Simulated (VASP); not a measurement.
# Ti (Im-3m) in VASP: a series of runs

Runs on Ti. Level: PBEsol. Tasks: single point, relaxation of cell and atoms.

Everything below comes from runs of VASP 6.6.1. Logs are shortened: lines on timing, memory, paths and dates and some standing lists are left out, and cuts for length are marked.

### Step 1. The cell of the first run

It takes space group Im-3m (No. 229, cubic). Conventional cell: a = 3.210 Å, b = 3.210 Å, c = 3.210 Å, α = 90.00°, β = 90.00°, γ = 90.00°. Within 3.7 Å of Ti (site symmetry m-3m) lie 14 Ti at 2.78 to 3.21 Å.

### Step 2. Single point, PBEsol

INCAR reads:

```
SYSTEM = Ti
  PREC = Accurate
  ENCUT = 500
  EDIFF = 1E-6
  ISMEAR = 0
  SIGMA = 0.1
  LREAL = .False.
  LASPH = .True.
  NELM = 120
  ALGO = Normal
  ISIF = 2
  LWAVE = .False.
  LCHARG = .True.
  GGA = PS
  LELF = .True.
  LVHAR = .True.
  NBANDS = 12
  GGA_COMPAT = .False.
```

KPOINTS reads:

```
regular mesh
0
Gamma
  18 18 18
  0 0 0
```

POSCAR reads:

```
Ti
1.0
   -1.6051160550      1.6051160550      1.6051160550
    1.6051160550     -1.6051160550      1.6051160550
    1.6051160550      1.6051160550     -1.6051160550
Ti
1
Direct
    0.0000000000      0.0000000000      0.0000000000
```

Potentials or basis: VASP PAW PBE potentials, release 64 (Ti_sv).

On the command line:

```bash
> cat potpaw_PBE.64/Ti_sv/POTCAR > POTCAR
> mpirun -np 1 vasp_std > vasp.out
```

OUTCAR:

```text
SYSTEM = Ti
   PREC = Accurate
   ENCUT = 500
   EDIFF = 1E-6
   ISMEAR = 0
   LREAL = .False.
   LASPH = .True.
   NELM = 120
   ISIF = 2
   GGA = PS

 ion  position               nearest neighbor table
   1  0.000  0.000  0.000-

  LATTYP: Found a body centered cubic cell.
 ALAT       =     3.2102321100

  Lattice vectors:

 A1 = (  -1.6051160550,   1.6051160550,   1.6051160550)
 A2 = (   1.6051160550,  -1.6051160550,   1.6051160550)
 A3 = (   1.6051160550,   1.6051160550,  -1.6051160550)

Analysis of symmetry for initial positions (statically):
=====================================================================
 Subroutine PRICEL returns:
 Original cell was already a primitive cell.

 Routine SETGRP: Setting up the symmetry group for a
 body centered cubic supercell.

 Subroutine GETGRP returns: Found 48 space group operations
 (whereof 48 operations were pure point group operations)
 out of a pool of 48 trial point group operations.

The static configuration has the point symmetry O_h .

Analysis of symmetry for dynamics (positions and initial velocities):
=====================================================================
 Subroutine PRICEL returns:
 Original cell was already a primitive cell.

 Routine SETGRP: Setting up the symmetry group for a
 body centered cubic supercell.

 Subroutine GETGRP returns: Found 48 space group operations
 (whereof 48 operations were pure point group operations)
 out of a pool of 48 trial point group operations.

The dynamic configuration has the point symmetry O_h .

 Subroutine INISYM returns: Found 48 space group operations
 (whereof 48 operations are pure point group operations),
 and found     1 'primitive' translations

----------------------------------------------------------------------------------------

                                     Primitive cell

  volume of cell :      16.5417

  direct lattice vectors                    reciprocal lattice vectors
    -1.605116055  1.605116055  1.605116055     0.000000000  0.311503955  0.311503955
     1.605116055 -1.605116055  1.605116055     0.311503955  0.000000000  0.311503955
     1.605116055  1.605116055 -1.605116055     0.311503955  0.311503955  0.000000000

  length of vectors
     2.780142559  2.780142559  2.780142559     0.440533118  0.440533118  0.440533118

  position of ions in fractional coordinates (direct lattice)
     0.000000000  0.000000000  0.000000000

  ion indices of the primitive-cell ions
   primitive index   ion index
                 1           1

----------------------------------------------------------------------------------------

 KPOINTS: regular mesh

Automatic generation of k-mesh.
 Grid dimensions read from file:
 generate k-points for:   18   18   18

 Generating k-lattice:

  Cartesian coordinates                     Fractional coordinates (reciprocal lattice)
     0.000000000  0.017305775  0.017305775     0.055555556  0.000000000  0.000000000
     0.017305775  0.000000000  0.017305775     0.000000000  0.055555556  0.000000000
     0.017305775  0.017305775  0.000000000     0.000000000  0.000000000  0.055555556

  Length of vectors
     0.024474062  0.024474062  0.024474062

  Shift w.r.t. Gamma in fractional coordinates (k-lattice)
     0.000000000  0.000000000  0.000000000

 Subroutine IBZKPT returns following result:
 ===========================================

 Found    195 irreducible k-points:

 Following reciprocal coordinates:
            Coordinates               Weight
  0.000000  0.000000  0.000000      1.000000
  0.055556  0.000000  0.000000     12.000000
  0.111111  0.000000  0.000000     12.000000
  0.166667  0.000000  0.000000     12.000000
  0.222222  0.000000  0.000000     12.000000
  0.277778  0.000000  0.000000     12.000000
[... 16 lines left out ...]
  0.333333  0.111111  0.000000     48.000000
  0.388889  0.111111  0.000000     48.000000
 [... further k-points ...]
   k-points           NKPTS =    195   k-points in BZ     NKDIM =    195   number of bands    NBANDS=     12
   number of dos      NEDOS =    301   number of ions     NIONS =      1
   total plane-waves  NPLWV =   8000
   dimension x,y,z NGX =    20 NGY =   20 NGZ =   20
   dimension x,y,z NGXF=    40 NGYF=   40 NGZF=   40
   ions per type =               1
   NGX,Y,Z   is equivalent  to a cutoff of  11.96, 11.96, 11.96 a.u.
   NGXF,Y,Z  is equivalent  to a cutoff of  23.92, 23.92, 23.92 a.u.
 SYSTEM =  Ti
   PREC   = accura    normal or accurate (medium, high low for compatibility)
   ISTART =      0    job   : 0-new  1-cont  2-samecut
   ICHARG =      2    charge: 1-file 2-atom 10-const
   ISPIN  =      1    spin polarized calculation?
   LNONCOLLINEAR =      F non collinear calculations
   LSORBIT =      F    spin-orbit coupling
   LASPH  =      T    aspherical Exc in radial PAW
   ENCUT  =  500.0 eV  36.75 Ry    6.06 a.u.   5.07  5.07  5.07*2*pi/ulx,y,z
   NELM   =    120;   NELMIN=  2; NELMDL= -5     # of ELM steps
   EDIFF  = 0.1E-05   stopping-criterion for ELM
   LREAL  =      F    real-space projection
   EDIFFG = 0.1E-04   stopping-criterion for IOM
   NSW    =      0    number of steps for IOM
   IBRION =     -1    ionic relax: 0-MD 1-quasi-New 2-CG
   NFREE  =      0    steps in history (QN), initial steepest desc. (CG)
   ISIF   =      2    stress and relaxation
   ISYM   =      2    0-nonsym 1-usesym 2-fastsym
   POTIM  = 0.5000    time-step for ionic-motion
   TEBEG  =    0.0;   TEEND  =   0.0 temperature during run
   PSTRESS=    0.0 pullay stress
   NELECT =      12.0000    total number of electrons
   NUPDOWN=      -1.0000    fix difference up-down
   EMIN   =  10.00;   EMAX   =-10.00  energy-range for DOS
   EFERMI =   0.00;   METHOD = LEGACY
   ISMEAR =     0;   SIGMA  =   0.10  broadening in eV -4-tet -1-fermi 0-gaus
   EFERMI_NEDOS =   21; number of points for ismear=-14 and -15
   IALGO  =     38    algorithm
   IMIX   =      4    mixing-type and parameters
     AMIX     =   0.40;   BMIX     =  1.00
     AMIX_MAG =   1.60;   BMIX_MAG =  1.00
  volume/ion in A,a.u.               =      16.54       111.63
  Fermi-wavevector in a.u.,A,eV,Ry     =   1.470987  2.779762 29.440320  2.163803
  Thomas-Fermi vector in A             =   2.586177
   LORBIT       =      0    0 simple, 1 ext, 2 COOP (PROOUT), +10 PAW based schemes
   GGA     = PS    functional components
   LHFCALC =     F    Hartree Fock is set to
   AEXX    =    0.0000 exact exchange contribution
   IVDW    =     0    specifies the selected vdW correction
   LEPSILON=     F    determine dielectric tensor
   LRPA    =     F    only Hartree local field effects (RPA)
 non-spin polarized calculation
 Gauss-broadening in eV      SIGMA  =   0.10
  energy-cutoff  :      500.00
  volume of cell :       16.54
 maximum number of plane-waves:       432
   NGX = 11   NGY = 11   NGZ = 11

 number of electron      12.0000006 magnetization

 Free energy of the ion-electron system (eV)
  ---------------------------------------------------
  ext. energy  EPLUGINS =         0.00000000
  ---------------------------------------------------
  free energy    TOTEN  =        -8.24084939 eV

  energy without entropy =       -8.22983544  energy(sigma->0) =       -8.23534241

 E-fermi :   8.4684     XC(G=0): -11.8666

 val. band max:        8.4591630068   @ k =   0.3333   0.2222  -0.0000
 cond. band min:       8.4713884568   @ k =  -0.4444   0.5000   0.1111
 fundamental gap:      0.0122254500
 Fermi energy:         8.4683568962

 k-point     1 :       0.0000    0.0000    0.0000
  band No.  band energies     occupation
      1     -47.7340      2.00000
      2     -23.6222      2.00000
      3     -23.6222      2.00000
      4     -23.6222      2.00000
      5       2.4155      2.00000
      6       9.4958      0.00000
      7       9.4958      0.00000
      8       9.4958      0.00000
      9      11.3777      0.00000
     10      11.3777      0.00000
     11      26.2390      0.00000
     12      26.2390      0.00000

 k-point     2 :       0.0556    0.0000    0.0000
  band No.  band energies     occupation
      1     -47.7291      2.00000
      2     -23.6473      2.00000
      3     -23.6297      2.00000
      4     -23.6223      2.00000
      5       2.5268      2.00000
      6       9.4434      0.00000
      7       9.4820      0.00000
      8       9.5783      0.00000
      9      11.3148      0.00000
     10      11.3807      0.00000
     11      26.1024      0.00000
     12      26.2383      0.00000

 k-point     3 :       0.1111    0.0000    0.0000
  band No.  band energies     occupation
      1     -47.7151      2.00000
      2     -23.7195      2.00000
      3     -23.6517      2.00000
      4     -23.6228      2.00000
      5       2.8519      2.00000
      6       9.2959      0.00000
      7       9.4212      0.00000
      8       9.8212      0.00000
      9      11.1712      0.00000
     10      11.3916      0.00000
     11      25.6468      0.00000
     12      26.1484      0.00000
[... 286 lines left out ...]
 k-point    23 :       0.3333    0.1111    0.0000
  band No.  band energies     occupation
      1     -47.5842      2.00000
      2     -24.3127      2.00000
      3     -23.8660      2.00000
      4     -23.6607      2.00000
      5       5.9847      2.00000
      6       8.1606      1.99999
      7       8.7821      0.00001
      8      11.2229      0.00000
      9      11.7958      0.00000
     10      12.9023      0.00000
     11      19.2149      0.00000
     12      22.3663      0.00000

 k-point    24 :       0.3889    0.1111    0.0000
  band No.  band energies     occupation
      1     -47.5707      2.00000
      2     -24.3688      2.00000
      3     -23.8923      2.00000
      4     -23.6618      2.00000
      5       6.1333      2.00000
      6       8.0680      2.00000
      7       9.0961      0.00000
      8      11.2980      0.00000
      9      11.8863      0.00000
     10      13.3748      0.00000
     11      18.1499      0.00000
     12      21.9958      0.00000

 [... further k-points ...]
[... 5 lines left out ...]
  --------------------------------------------------------------------------------------
  -------------------------------------------------------------------------------------
  Total       -0.0338719     -0.0338719     -0.0338719     -0.0000000     -0.0000000      0.0000000
  in kB       -3.2807308     -3.2807308     -3.2807308     -0.0000000     -0.0000000      0.0000000
  external PRESSURE =      -3.2807308 kB  Pullay stress =       0.0000000 kB

 VOLUME and BASIS-vectors are now :
 -----------------------------------------------------------------------------
  energy-cutoff  :      500.00
  volume of cell :       16.54
      direct lattice vectors                 reciprocal lattice vectors
    -1.605116055  1.605116055  1.605116055     0.000000000  0.311503955  0.311503955
     1.605116055 -1.605116055  1.605116055     0.311503955  0.000000000  0.311503955
     1.605116055  1.605116055 -1.605116055     0.311503955  0.311503955  0.000000000

 POSITION                                       TOTAL-FORCE (eV/Angst)
 -----------------------------------------------------------------------------------
      0.00000      0.00000      0.00000         0.000000      0.000000     -0.000000
 -----------------------------------------------------------------------------------
    total drift:                               -0.000000     -0.000000      0.000000

  FREE ENERGIE OF THE ION-ELECTRON SYSTEM (eV)
  ---------------------------------------------------
  free  energy   TOTEN  =        -8.2408493916 eV

  energy  without entropy=       -8.2298354376  energy(sigma->0) =       -8.23534241
```

Run time: 34 s. Hardware: 1 thread of AMD EPYC 7R43 (Zen 3), shared host; peak memory 0.11 GiB.

Results:

```yaml
Free_energy: -8.2408 eV
Pressure: -0.3 GPa
Band_gap_on_the_k_mesh: zero (band 6 reaches 9.50 eV, above the bottom of band 7 at 7.88 eV)
```

Caveat: the PAW data sets were made with another functional, which shifts forces and pressure a little.

### Step 3. Single point, PBEsol

INCAR reads:

```
PREC = Accurate
ENCUT = 500
EDIFF = 1E-6
ISMEAR = 0
SIGMA = 0.1
LREAL = False
LASPH = True
NELM = 120
ALGO = Normal
ISIF = 2
LWAVE = False
LCHARG = False
GGA = PS
NBANDS = 12
GGA_COMPAT = False
```

KPOINTS reads:

```
regular mesh
0
Gamma
  18 18 18
```

POSCAR is that of step 2.

Potentials or basis: VASP PAW PBE potentials, release 64 (Ti_sv).

On the command line:

```bash
> cat potpaw_PBE.64/Ti_sv/POTCAR > POTCAR
> mpirun -np 1 vasp_std > vasp.out
```

Wall time 38 s (1 thread of AMD EPYC 7R43 (Zen 3), shared host); peak memory 0.11 GiB.

The run converged. Its results:

```
Free energy            : -8.2408 eV
Pressure               : -0.3 GPa
Band gap on the k mesh : zero (band 6 reaches 9.50 eV, above the bottom of band 7 at 7.88 eV)
```

Levels at points of the mesh, in eV from the Fermi level:
| k point | band 4 | band 5 | band 6 | band 7 | band 8 | band 9 |
| --- | --- | --- | --- | --- | --- | --- |
| (0.00, 0.00, 0.00) | -32.09 | -6.05 | 1.03 | 1.03 | 1.03 | 2.91 |
| (0.50, 0.00, 0.00) | -32.10 | -2.58 | -0.45 | 1.31 | 2.91 | 3.28 |
| (0.50, 0.50, 0.50) | -32.63 | -2.27 | -2.27 | 4.18 | 4.18 | 4.18 |

Caveat: the PAW data sets were made with another functional, which shifts forces and pressure a little.

(Part 1 of 2 ends here.)
